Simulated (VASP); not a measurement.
# Mo (Im-3m) in VASP: notebook

Mo is run at these levels: PBEsol-based global hybrid with 25 % exact exchange, PBE0, HSE06, r2SCAN0; tasks: single point.

Program: VASP 6.6.1. These are calculated values, not measurements. Logs are shortened: lines on timing, memory, paths and dates and some standing lists are left out, and cuts for length are marked.

## 1. The cell of the first run

Symmetry: Im-3m, No. 229, cubic system. The conventional cell has a = 3.112 Å, b = 3.112 Å, c = 3.112 Å, α = 90.00°, β = 90.00°, γ = 90.00°. Within 3.6 Å of Mo (site symmetry m-3m) lie 14 Mo at 2.69 to 3.11 Å.

## 2. Single point, PBEsol-based global hybrid with 25 % exact exchange

Input file POSCAR:

```
Mo
1.0
   -1.5558434242      1.5558434242      1.5558434242
    1.5558434242     -1.5558434242      1.5558434242
    1.5558434242      1.5558434242     -1.5558434242
Mo
1
Direct
    0.0000000000      0.0000000000      0.0000000000
```

Input file INCAR.step1:

```
SYSTEM = Mo
ALGO = Normal
EDIFF = 1E-5
ENCUT = 520
GGA = PE
ISIF = 2
ISMEAR = -1
LASPH = .TRUE.
LCHARG = .FALSE.
LREAL = .FALSE.
LWAVE = .TRUE.
NBANDS = 13
NELM = 100
PREC = Accurate
SIGMA = 0.05
```

Input file INCAR.step2:

```
SYSTEM = Mo
AEXX = 0.25
ALGO = Normal
EDIFF = 1E-7
ENCUT = 520
GGA = PS
ISIF = 2
ISMEAR = -1
ISTART = 1
LASPH = .TRUE.
LCHARG = .FALSE.
LHFCALC = .TRUE.
LREAL = .FALSE.
LWAVE = .FALSE.
NBANDS = 13
NELM = 100
PREC = Accurate
PRECFOCK = Normal
SIGMA = 0.05
```

Input file KPOINTS:

```
k-points
0
G
  6 6 6
  0 0 0
```

Potentials or basis: VASP PAW PBE potentials, release 64 (Mo_sv).

Run with:

```
> cat potpaw_PBE.64/Mo_sv/POTCAR > POTCAR
> cp INCAR.step1 INCAR
> mpirun -np 1 vasp_std > vasp.out
> cp INCAR.step2 INCAR
> mpirun -np 1 vasp_std > vasp.out
```

OUTCAR:

```text
SYSTEM = Mo
   AEXX = 0.25
   EDIFF = 1E-7
   ENCUT = 520
   GGA = PS
   ISIF = 2
   ISMEAR = -1
   ISTART = 1
   LASPH = .TRUE.
   LHFCALC = .TRUE.
   LREAL = .FALSE.
   NELM = 100
   PREC = Accurate
   PRECFOCK = Normal

 ion  position               nearest neighbor table
   1  0.000  0.000  0.000-

  LATTYP: Found a body centered cubic cell.
 ALAT       =     3.1116868484

  Lattice vectors:

 A1 = (  -1.5558434242,   1.5558434242,   1.5558434242)
 A2 = (   1.5558434242,  -1.5558434242,   1.5558434242)
 A3 = (   1.5558434242,   1.5558434242,  -1.5558434242)

Analysis of symmetry for initial positions (statically):
=====================================================================
 Subroutine PRICEL returns:
 Original cell was already a primitive cell.

 Routine SETGRP: Setting up the symmetry group for a
 body centered cubic supercell.

 Subroutine GETGRP returns: Found 48 space group operations
 (whereof 48 operations were pure point group operations)
 out of a pool of 48 trial point group operations.

The static configuration has the point symmetry O_h .

Analysis of symmetry for dynamics (positions and initial velocities):
=====================================================================
 Subroutine PRICEL returns:
 Original cell was already a primitive cell.

 Routine SETGRP: Setting up the symmetry group for a
 body centered cubic supercell.

 Subroutine GETGRP returns: Found 48 space group operations
 (whereof 48 operations were pure point group operations)
 out of a pool of 48 trial point group operations.

The dynamic configuration has the point symmetry O_h .

 Subroutine INISYM returns: Found 48 space group operations
 (whereof 48 operations are pure point group operations),
 and found     1 'primitive' translations

----------------------------------------------------------------------------------------

                                     Primitive cell

  volume of cell :      15.0646

  direct lattice vectors                    reciprocal lattice vectors
    -1.555843424  1.555843424  1.555843424     0.000000000  0.321369099  0.321369099
     1.555843424 -1.555843424  1.555843424     0.321369099  0.000000000  0.321369099
     1.555843424  1.555843424 -1.555843424     0.321369099  0.321369099  0.000000000

  length of vectors
     2.694799859  2.694799859  2.694799859     0.454484539  0.454484539  0.454484539

  position of ions in fractional coordinates (direct lattice)
     0.000000000  0.000000000  0.000000000

  ion indices of the primitive-cell ions
   primitive index   ion index
                 1           1

----------------------------------------------------------------------------------------

 KPOINTS: k-points

Automatic generation of k-mesh.
 Grid dimensions read from file:
 generate k-points for:    6    6    6

 Generating k-lattice:

  Cartesian coordinates                     Fractional coordinates (reciprocal lattice)
     0.000000000  0.053561517  0.053561517     0.166666667  0.000000000  0.000000000
     0.053561517  0.000000000  0.053561517     0.000000000  0.166666667  0.000000000
     0.053561517  0.053561517  0.000000000     0.000000000  0.000000000  0.166666667

  Length of vectors
     0.075747423  0.075747423  0.075747423

  Shift w.r.t. Gamma in fractional coordinates (k-lattice)
     0.000000000  0.000000000  0.000000000

 Subroutine IBZKPT returns following result:
 ===========================================

 Found     16 irreducible k-points:

 Following reciprocal coordinates:
            Coordinates               Weight
  0.000000  0.000000  0.000000      1.000000
  0.166667  0.000000  0.000000     12.000000
  0.333333  0.000000  0.000000     12.000000
  0.500000  0.000000  0.000000      6.000000
  0.166667  0.166667  0.000000     24.000000
  0.333333  0.166667  0.000000     48.000000
[... 8 lines left out ...]
  0.500000  0.500000  0.333333     12.000000
  0.500000  0.500000  0.500000      1.000000
   k-points           NKPTS =     16   k-points in BZ     NKDIM =    216   number of bands    NBANDS=     13
   number of dos      NEDOS =    301   number of ions     NIONS =      1
   total plane-waves  NPLWV =   8000
   dimension x,y,z NGX =    20 NGY =   20 NGZ =   20
   dimension x,y,z NGXF=    40 NGYF=   40 NGZF=   40
   ions per type =               1
   NGX,Y,Z   is equivalent  to a cutoff of  12.34, 12.34, 12.34 a.u.
   NGXF,Y,Z  is equivalent  to a cutoff of  24.68, 24.68, 24.68 a.u.
 SYSTEM =  Mo
   PREC   = accura    normal or accurate (medium, high low for compatibility)
   ISTART =      1    job   : 0-new  1-cont  2-samecut
   ICHARG =      0    charge: 1-file 2-atom 10-const
   ISPIN  =      1    spin polarized calculation?
   LNONCOLLINEAR =      F non collinear calculations
   LSORBIT =      F    spin-orbit coupling
   LASPH  =      T    aspherical Exc in radial PAW
   ENCUT  =  520.0 eV  38.22 Ry    6.18 a.u.   5.01  5.01  5.01*2*pi/ulx,y,z
   NELM   =    100;   NELMIN=  2; NELMDL=  0     # of ELM steps
   EDIFF  = 0.1E-06   stopping-criterion for ELM
   LREAL  =      F    real-space projection
   EDIFFG = 0.1E-05   stopping-criterion for IOM
   NSW    =      0    number of steps for IOM
   IBRION =     -1    ionic relax: 0-MD 1-quasi-New 2-CG
   NFREE  =      0    steps in history (QN), initial steepest desc. (CG)
   ISIF   =      2    stress and relaxation
   ISYM   =      3    0-nonsym 1-usesym 2-fastsym
   POTIM  = 0.5000    time-step for ionic-motion
   TEBEG  =    0.0;   TEEND  =   0.0 temperature during run
   PSTRESS=    0.0 pullay stress
   NELECT =      14.0000    total number of electrons
   NUPDOWN=      -1.0000    fix difference up-down
   EMIN   =  10.00;   EMAX   =-10.00  energy-range for DOS
   EFERMI =   0.00;   METHOD = LEGACY
   ISMEAR =    -1;   SIGMA  =   0.05  broadening in eV -4-tet -1-fermi 0-gaus
   EFERMI_NEDOS =   21; number of points for ismear=-14 and -15
   IALGO  =     38    algorithm
   IMIX   =      1    mixing-type and parameters
     AMIX     =   0.40;   BMIX     =  1.00
     AMIX_MAG =   1.60;   BMIX_MAG =  1.00
  volume/ion in A,a.u.               =      15.06       101.66
  Fermi-wavevector in a.u.,A,eV,Ry     =   1.597589  3.019005 34.726005  2.552289
  Thomas-Fermi vector in A             =   2.695171
   LORBIT       =      0    0 simple, 1 ext, 2 COOP (PROOUT), +10 PAW based schemes
   GGA     = PS    functional components
   LHFCALC =     T    Hartree Fock is set to
   PRECFOCK=normal    Normal, Fast or Accurate (Low or Medium for compatibility)
   ENCUT4O =  -1.0   cutoff for four orbital integrals eV
   NKREDX  =     1    reduce k-point grid by
   NKREDY  =     1    reduce k-point grid by
   NKREDZ  =     1    reduce k-point grid by
   AEXX    =    0.2500 exact exchange contribution
   HFSCREEN=    0.0000 screening length (either q_TF or 0.3 A-1)
   HFSCREENC=   0.0000 screening length for correlation (either q_TF or 0.3 A-1)
   ENCUTFOCK=  -1.0 apply spherical cutoff to Coloumb kernel
   IVDW    =     0    specifies the selected vdW correction
   LEPSILON=     F    determine dielectric tensor
   LRPA    =     F    only Hartree local field effects (RPA)
 non-spin polarized calculation
  energy-cutoff  :      520.00
  volume of cell :       15.06
 maximum number of plane-waves:       418
  NGX = 16; NGY = 16; NGZ = 16

 number of electron      13.9999997 magnetization

 Free energy of the ion-electron system (eV)
  ---------------------------------------------------
  ext. energy  EPLUGINS =         0.00000000
  ---------------------------------------------------
  free energy    TOTEN  =       -14.76080244 eV

  energy without entropy =      -14.76080229  energy(sigma->0) =      -14.76080236

 E-fermi :  12.9536     XC(G=0): -10.7665

 val. band max:       12.2514391111   @ k =   0.1667   0.0000   0.0000
 cond. band min:      13.6871663711   @ k =  -0.3333   0.3333   0.1667
 fundamental gap:      1.4357272599
 Fermi energy:        12.9536470297

 k-point     1 :       0.0000    0.0000    0.0000
  band No.  band energies     occupation
      1     -52.8765      2.00000
      2     -24.5128      2.00000
      3     -24.5128      2.00000
      4     -24.5128      2.00000
      5       4.0041      2.00000
      6      10.7579      2.00000
      7      10.7579      2.00000
      8      10.7579      2.00000
      9      15.8578      0.00000
     10      15.8578      0.00000
     11      29.1596      0.00000
     12      29.1596      0.00000
     13      29.1596      0.00000

 k-point     2 :       0.1667    0.0000    0.0000
  band No.  band energies     occupation
      1     -52.7916      2.00000
      2     -24.9902      2.00000
      3     -24.6562      2.00000
      4     -24.5113      2.00000
      5       5.2965      2.00000
      6      10.0362      2.00000
      7      10.6153      2.00000
      8      12.2514      2.00000
      9      15.0497      0.00000
     10      15.8592      0.00000
     11      29.8403      0.00000
     12      31.2200      0.00000
     13      31.3531      0.00000

 k-point     3 :       0.3333    0.0000    0.0000
  band No.  band energies     occupation
      1     -52.6179      2.00000
      2     -25.8878      2.00000
      3     -24.9327      2.00000
      4     -24.5093      2.00000
      5       6.5056      2.00000
      6       8.8352      2.00000
      7      11.6707      2.00000
      8      15.4983      0.00000
      9      16.1790      0.00000
     10      16.5072      0.00000
     11      27.9353      0.00000
     12      29.4373      0.00000
     13      36.3298      0.00000

 k-point     4 :       0.5000    0.0000    0.0000
  band No.  band energies     occupation
      1     -52.5291      2.00000
      2     -26.3112      2.00000
      3     -25.0646      2.00000
      4     -24.5096      2.00000
      5       6.1188      2.00000
      6       8.3145      2.00000
      7      14.8330      0.00000
      8      15.8570      0.00000
      9      16.5347      0.00000
     10      19.1015      0.00000
     11      26.2047      0.00000
     12      26.6970      0.00000
     13      32.3232      0.00000

 k-point     5 :       0.1667    0.1667    0.0000
  band No.  band energies     occupation
      1     -52.6619      2.00000
      2     -25.5954      2.00000
      3     -24.8470      2.00000
      4     -24.6122      2.00000
      5       7.0124      2.00000
      6       9.5102      2.00000
      7       9.7270      2.00000
      8      14.6163      0.00000
      9      15.9191      0.00000
     10      16.5213      0.00000
     11      29.8423      0.00000
     12      30.7721      0.00000
     13      33.1381      0.00000
[... 129 lines left out ...]
 k-point    14 :      -0.3333    0.3333    0.3333
  band No.  band energies     occupation
      1     -52.4174      2.00000
      2     -25.6789      2.00000
      3     -25.4053      2.00000
      4     -25.4053      2.00000
      5       7.6630      2.00000
      6       7.9308      2.00000
      7      14.2297      0.00000
      8      14.2297      0.00000
      9      16.0797      0.00000
     10      19.3565      0.00000
     11      30.0147      0.00000
     12      30.0147      0.00000
     13      31.3896      0.00000

 k-point    15 :       0.5000    0.5000    0.3333
  band No.  band energies     occupation
      1     -52.3492      2.00000
      2     -25.8617      2.00000
      3     -25.5536      2.00000
      4     -25.4256      2.00000
      5       6.8675      2.00000
      6       7.2170      2.00000
      7      14.6058      0.00000
      8      15.2546      0.00000
      9      18.4782      0.00000
     10      23.0044      0.00000
     11      24.9041      0.00000
     12      26.8479      0.00000
     13      34.5606      0.00000

 k-point    16 :       0.5000    0.5000    0.5000
  band No.  band energies     occupation
      1     -52.2884      2.00000
      2     -25.7068      2.00000
      3     -25.7068      2.00000
      4     -25.7068      2.00000
      5       6.0594      2.00000
      6       6.0594      2.00000
      7      18.2774      0.00000
      8      18.2774      0.00000
      9      18.2774      0.00000
     10      23.4696      0.00000
     11      23.4696      0.00000
     12      23.4696      0.00000
     13      35.0566      0.00000

------------------------ aborting loop because EDIFF is reached ----------------------------------------

  FORCE on cell =-STRESS in cart. coord.  units (eV):
  Direction    XX          YY          ZZ          XY          YZ          ZX
  --------------------------------------------------------------------------------------
  -------------------------------------------------------------------------------------
  Total        0.0705600      0.0705600      0.0705600     -0.0000000     -0.0000000      0.0000000
  in kB        7.5043202      7.5043202      7.5043202     -0.0000000     -0.0000000      0.0000000
  external PRESSURE =       7.5043202 kB  Pullay stress =       0.0000000 kB

 VOLUME and BASIS-vectors are now :
 -----------------------------------------------------------------------------
  energy-cutoff  :      520.00
  volume of cell :       15.06
      direct lattice vectors                 reciprocal lattice vectors
    -1.555843424  1.555843424  1.555843424     0.000000000  0.321369099  0.321369099
     1.555843424 -1.555843424  1.555843424     0.321369099  0.000000000  0.321369099
     1.555843424  1.555843424 -1.555843424     0.321369099  0.321369099  0.000000000

 POSITION                                       TOTAL-FORCE (eV/Angst)
 -----------------------------------------------------------------------------------
      0.00000      0.00000      0.00000         0.000000      0.000000      0.000000
 -----------------------------------------------------------------------------------
    total drift:                                0.000000      0.000000      0.000000

  FREE ENERGIE OF THE ION-ELECTRON SYSTEM (eV)
  ---------------------------------------------------
  free  energy   TOTEN  =       -14.7608024358 eV

  energy  without entropy=      -14.7608022899  energy(sigma->0) =      -14.76080236
```

Wall time 14 min (1 thread of Intel Xeon 8259CL, shared host); peak memory 0.14 GiB.

Results:

| Item | Value |
| --- | --- |
| Free energy | -14.7608 eV |
| Pressure | 0.8 GPa |
| Band gap on the k mesh | zero (bands 7 and 8 overlap by 7.52 eV) |

Caveat: the k points lie up to 0.48 Å⁻¹ apart, too coarse for converged energies and pressures of a metal; the PAW data sets were made with another functional, which shifts forces and pressure a little.

[end of part 1 of 2]

The gap in the log of VASP goes by the Fermi energy; the results here count the filled bands.